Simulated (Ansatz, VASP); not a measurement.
# AlCo in VASP and in Ansatz

Contents of INCAR:

```
PREC = Accurate
ENCUT = 520
EDIFF = 1E-6
ISMEAR = 0
SIGMA = 0.15
LREAL = False
LASPH = True
NELM = 150
ALGO = Fast
ISIF = 2
LWAVE = False
LCHARG = True
ISPIN = 2
MAGMOM = -0.01 0.16
LORBIT = 11
LMAXMIX = 4
GGA = PE
LELF = True
LVHAR = True
NBANDS = 17
```

KPOINTS

```
Automatic mesh
0
Gamma
  18 18 18
```

POSCAR

```
AlCo
1.0
    2.8210399687     -0.0673968593     -0.0673968593
   -0.0673968593      2.8210399687     -0.0673968593
   -0.0673968593     -0.0673968593      2.8210399687
Al Co
1 1
Direct
    0.0000000000      0.0000000000      0.0000000000
    0.5000000000      0.5000000000      0.5000000000
```

Input for Ansatz:

```yaml
crystal:
  lattice:
    - [2.8210399687, -0.0673968593, -0.0673968593]
    - [-0.0673968593, 2.8210399687, -0.0673968593]
    - [-0.0673968593, -0.0673968593, 2.8210399687]
  atoms:
    - { symbol: Al, position: [0.0, 0.0, 0.0], spin: -0.01 }
    - { symbol: Co, position: [0.5, 0.5, 0.5], spin: 0.16 }
basis:
  ecutwfc: 420
kpoints:
  mp_grid: { grid: [18, 18, 18] }
hamiltonian:
  xc: pbe
scf:
  occupations: { method: gaussian, width: 0.15 }
output:
  forces: true
  stress: true
  eigenvalues: true
  populations: true
magnetization:
  spin_polarized: true
```

Alike in both runs: task single point; functional PBE; k mesh 18 × 18 × 18; occupations gaussian, width 0.15 eV; collinear spin.

```csv
,VASP,Ansatz
version,VASP 6.6.1,Ansatz 0.2.0
potentials or method,"VASP PAW PBE potentials, release 64 (Al, Co), cutoff 520 eV","scalar-relativistic, plane waves, PAW"
valence electrons in the cell,12,20
```

Ansatz gave:

| Property | Result |
| --- | --- |
| gap on the k mesh at the Fermi level (eV) | none |
| pressure (GPa) | 7.9 |
| traceless stress, the component that is largest in VASP (GPa) | 8.69 |
| net moment per atom (μB) | 0.00 |

Which values does VASP return?

gap on the k mesh at the Fermi level (eV): none; pressure (GPa): 7.9; traceless stress, the component that is largest in VASP (GPa): 8.65; net moment per atom (μB): 0.00.

A gap of «none» marks a metal or a gap that the smearing closes. VASP's potentials hold 12 valence electrons a cell and Ansatz's 20, so a difference there can come from the potentials and not from the codes. Ansatz's warnings: seeded moment not kept.
